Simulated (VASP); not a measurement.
**NiO: relaxation of shape and atoms at fixed volume with PBE+U**

The system is NiO.

```
CELL_PARAMETERS angstrom
3.09930 0.00000 0.00000
-1.54965 2.68407 0.00000
0.00000 0.00000 4.31966
ATOMIC_POSITIONS crystal
Ni 0.00000 0.00000 0.00000
Ni 0.00000 0.00000 0.50000
O 0.33333 0.66667 0.25000
O 0.66667 0.33333 0.75000
```

```
Program                : VASP 6.6.1
Task                   : relaxation of shape and atoms at fixed volume
Functional             : PBE
Potentials or basis    : VASP PAW PBE potentials, release 64 (Ni, O)
Cutoff                 : 600 eV
k mesh                 : 8 × 8 × 4
Occupations            : gaussian, width 0.05 eV
Spin                   : collinear spin, ferromagnetic start
Starting moments       : [1.85, 1.85, 0.0, 0.0] μB
Hubbard terms          : Ni d U = 6.2 eV
Dipole correction      : no
Further INCAR settings : ALGO = Normal; EDIFF = 1e-07; IBRION = 2; EDIFFG = -0.04; NSW = 60; ISIF = 4
```

```
Energy gained by relaxing                             : 257.1 meV/atom
Ionic steps                                           : 4
Pressure after relaxing                               : 6.2 GPa
Band gap on the k mesh                                : 2.71 eV
Net moment                                            : 4.00 μB per cell
Site moments                                          : Ni +1.80; O +0.19 μB
Valence electrons inside the program's atomic spheres : Ni 9.08; O 5.03
```

The path:
| step | energy change (eV) | largest force (eV/Å) | pressure (GPa) | volume (Å³) |
| --- | --- | --- | --- | --- |
| 1 | 0.0000 | 0.0000 | 11.48 | 35.93 |
| 2 | -1.0084 | 0.0000 | 6.81 | 35.93 |
| 3 | -1.0271 | 0.0000 | 6.02 | 35.93 |
| 4 | -1.0282 | 0.0000 | 6.18 | 35.93 |

Final structure:
```
CELL_PARAMETERS angstrom
2.88915 0.00000 0.00000
-1.44458 2.50208 0.00000
0.00000 0.00000 4.97091
ATOMIC_POSITIONS crystal
Ni 0.00000 0.00000 0.00000
Ni 0.00000 0.00000 0.50000
O 0.33333 0.66667 0.25000
O 0.66667 0.33333 0.75000
```

Levels at points of the mesh, in eV from the valence-band top:
Spin up:
| k point | band 15 | band 16 | band 17 | band 18 | band 19 | band 20 | band 21 | band 22 |
| --- | --- | --- | --- | --- | --- | --- | --- | --- |
| (0.00, 0.00, 0.00) | -1.38 | -1.38 | 0.00 | 0.00 | 2.80 | 7.19 | 10.71 | 16.31 |
| (0.50, 0.00, 0.00) | -2.95 | -2.68 | -0.58 | -0.06 | 7.61 | 9.25 | 9.43 | 12.20 |
| (0.00, 0.00, 0.50) | -0.60 | -0.60 | -0.60 | -0.60 | 5.58 | 5.58 | 12.43 | 12.43 |
| (0.50, 0.00, 0.50) | -1.36 | -1.36 | -1.21 | -1.21 | 7.29 | 7.29 | 11.58 | 11.58 |
Spin down:
| k point | band 10 | band 11 | band 12 | band 13 | band 14 | band 15 | band 16 | band 17 | band 18 | band 19 |
| --- | --- | --- | --- | --- | --- | --- | --- | --- | --- | --- |
| (0.00, 0.00, 0.00) | -2.24 | -1.89 | -1.41 | -1.00 | -1.00 | 2.71 | 2.71 | 3.17 | 4.39 | 4.39 |
| (0.50, 0.00, 0.00) | -2.92 | -2.31 | -2.23 | -2.18 | -1.99 | 2.96 | 3.19 | 4.56 | 4.61 | 7.84 |
| (0.00, 0.00, 0.50) | -2.65 | -1.72 | -1.72 | -1.72 | -1.72 | 3.67 | 3.67 | 3.67 | 3.67 | 5.95 |
| (0.50, 0.00, 0.50) | -3.03 | -2.23 | -2.23 | -2.07 | -2.07 | 3.71 | 3.71 | 3.89 | 3.89 | 7.79 |

Eigenvalues of the final occupation matrices:
| site | spin | trace | eigenvalues |
| --- | --- | --- | --- |
| site 1 d | 1 | 5.04 | 0.98 0.98 0.99 1.04 1.04 |
| site 1 d | 2 | 3.25 | 0.15 0.15 0.98 0.98 0.99 |
| site 2 d | 1 | 5.04 | 0.98 0.98 0.99 1.04 1.04 |
| site 2 d | 2 | 3.25 | 0.15 0.15 0.98 0.98 0.99 |

Wall time 6.1 min on 1 thread of Oxide Virtual Turin-like Processor (shared host), peak memory 0.18 GiB.

Caveat: a cell axis changed by over 15 % at a fixed basis, so the end point is rough. The state reached can hang on the start; a lower one may exist.
